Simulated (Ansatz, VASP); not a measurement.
# One calculation of Mg, two programs

POSCAR

```
Mg
1.0
    3.1768261656      0.0000000000      0.0000000000
   -1.5884130828      2.7512121628      0.0000000000
    0.0000000000      0.0000000000     10.3188620100
Mg
4
Direct
    0.6666666667      0.3333333333      0.7500000000
    0.0000000000      0.0000000000      0.5000000000
    0.3333333333      0.6666666667      0.2500000000
    0.0000000000      0.0000000000      0.0000000000
```

File INCAR.step1:

```
  PREC = Accurate
  ENCUT = 520
  ISMEAR = -1
  SIGMA = 0.05
  LREAL = False
  LASPH = True
  NELM = 80
  NBANDS = 12
  GGA = PE
  ALGO = Normal
  EDIFF = 1E-4
  LWAVE = True
  LCHARG = False
```

Contents of INCAR.step2:

```
  PREC = Accurate
  ENCUT = 520
  EDIFF = 1E-6
  ISMEAR = -1
  SIGMA = 0.05
  LREAL = False
  LASPH = True
  NELM = 80
  ALGO = Normal
  ISIF = 2
  LWAVE = False
  LCHARG = False
  METAGGA = R2SCAN
  LMIXTAU = True
  NBANDS = 12
  ISTART = 1
```

Contents of KPOINTS:

```
regular mesh
0
Gamma
  10 10 3
```

The input input.yaml:

```yaml
crystal:
  lattice:
    - [3.1768261656, 0.0, 0.0]
    - [-1.5884130828, 2.7512121628, 0.0]
    - [0.0, 0.0, 10.31886201]
  atoms:
    - { symbol: Mg, position: [0.6666666667, 0.3333333333, 0.75] }
    - { symbol: Mg, position: [0.0, 0.0, 0.5] }
    - { symbol: Mg, position: [0.3333333333, 0.6666666667, 0.25] }
    - { symbol: Mg, position: [0.0, 0.0, 0.0] }
hamiltonian:
  xc: r2scan
  pseudopotentials: { kind: paw }
kpoints:
  mp_grid: { grid: [10, 10, 3] }
  band_path:
    path:
      - [[0.0, 0.0, 0.0], [0.5, 0.0, 0.0], [0.3333333333, 0.3333333333, 0.0], [0.0, 0.0, 0.0], [0.0, 0.0, 0.5], [0.5, 0.0, 0.5], [0.3333333333, 0.3333333333, 0.5], [0.0, 0.0, 0.5]]
      - [[0.5, 0.0, 0.5], [0.5, 0.0, 0.0]]
      - [[0.3333333333, 0.3333333333, 0.0], [0.3333333333, 0.3333333333, 0.5]]
    npoints: 14
scf:
  occupations: { method: fermi_dirac, width: 0.05 }
  n_extra_bands: 10
output:
  forces: true
  stress: true
  eigenvalues: true
  fatbands: false
  write_density: true
  write_potential: true
  elf: true
  volumetric_format: npy
```

Alike in both runs: functional r2SCAN; k mesh 10 × 10 × 3; occupations fermi-dirac, width 0.05 eV; no spin polarisation.

|  | VASP | Ansatz |
| --- | --- | --- |
| version | VASP 6.6.1 | Ansatz 0.2.0 |
| potentials or method | VASP PAW PBE potentials, release 64 (Mg) | Ansatz PAW |
| plane-wave cutoff (eV) | 520 | 500 |
| valence electrons in the cell | 8 | 40 |
| task | single point | band structure |

```tsv
	VASP	Ansatz	Ansatz less VASP
gap on the k mesh at the Fermi level (eV)	none	none	-
pressure (GPa)	0.0	0.2	+0.27
traceless stress, the component that is largest in VASP (GPa)	0.17	0.15	-0.014
```

VASP's potentials were made for PBE, not for r2SCAN. A gap of «none» marks a metal or a gap that the smearing closes. VASP's potentials hold 8 valence electrons a cell and Ansatz's 40, so a difference there can come from the potentials and not from the codes.
